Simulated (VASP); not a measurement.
# SiC: density of states with PBE

SiC:

```
Si C
1.0
     0.00000    2.18987    2.18987
     2.18987    0.00000    2.18987
     2.18987    2.18987    0.00000
Si C
1 1
Direct
  0.00000 0.00000 0.00000
  0.25000 0.25000 0.25000
```

- Program: VASP 6.6.1
- Task: density of states
- Functional: PBE
- Potentials or basis: VASP PAW PBE potentials, release 64 (Si, C)
- Cutoff: 520 eV
- k mesh: 10 × 10 × 10
- Occupations: gaussian, width 0.02 eV
- Spin: no spin polarisation
- Dipole correction: no
- k mesh for the DOS: 15 × 15 × 15
- Occupations for the DOS: tetrahedron
- Further INCAR settings: ALGO = Normal; EDIFF = 1e-06

```yaml
Valence_electrons_inside_the_program's_atomic_spheres: Si 1.67; C 2.53
```

Levels at points of the mesh, in eV from the valence-band top:
```csv
k point,band 2,band 3,band 4,band 5,band 6,band 7
"(0.00, 0.00, 0.00)",0.00,0.00,0.00,6.06,7.20,7.20
```

Wall time 16 s on 1 thread of Intel(R) Xeon(R) Platinum 8259CL CPU @ 2.50GHz (Skylake/Cascade Lake), on a shared host, peak memory 0.14 GiB.
